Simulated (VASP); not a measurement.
Here is a VASP 6.6.1 calculation.

File INCAR:

```
SYSTEM = Zr3ZnN2
ALGO = Normal ; EDIFF = 1E-7
EDIFFG = -0.04 ; ENCUT = 600
GGA = PE ; IBRION = 2
ISIF = 3 ; ISMEAR = 0
LASPH = .TRUE. ; LCHARG = .FALSE.
LREAL = .FALSE. ; LWAVE = .FALSE.
NELM = 60 ; NSW = 90
PREC = Accurate ; SIGMA = 0.1
```

File KPOINTS:

```
k-points
0
G
  4 4 4
  0 0 0
```

The input POSCAR:

```
Zr3ZnN2
1.0
    2.5466564800     -4.2768756400      0.0000000000
    2.5466564800      4.2768756400      0.0000000000
    0.0000000000      0.0000000000      3.9515673000
Zr Zn N
3 1 2
Direct
    0.6610916900      0.3389083100      0.0000000000
    0.3389083100      0.6610916900      0.0000000000
    0.5000000000      0.5000000000      0.5000000000
    0.0000000000      0.0000000000      0.0000000000
    0.5000000000      0.0000000000      0.5000000000
    0.0000000000      0.5000000000      0.5000000000
```

Potentials or basis: VASP PAW PBE potentials, release 64 (Zr_sv, Zn, N).

Run with:

```sh
$ cat potpaw_PBE.64/Zr_sv/POTCAR potpaw_PBE.64/Zn/POTCAR potpaw_PBE.64/N/POTCAR > POTCAR
$ mpirun -np 1 vasp_std > vasp.out
```

Q: What does it give for the band gap on the k mesh?

A: Zero (bands 29 and 30 overlap by 0.48 eV).

Q: Predict the relaxed volume.

A: 17.52 Å³/atom.

Q: Estimate the space group after relaxing (to 0.1 Å).

A: Cmmm (No. 65).

Stress tensor (GPa, compression positive):
```
 0.27  0.00  0.00
 0.00  0.22  0.00
 0.00  0.00 -0.30
```

Caveat: the k points lie up to 0.50 Å⁻¹ apart in the final cell; the volume moved by over 15 % at a fixed basis, so the end points are rough.
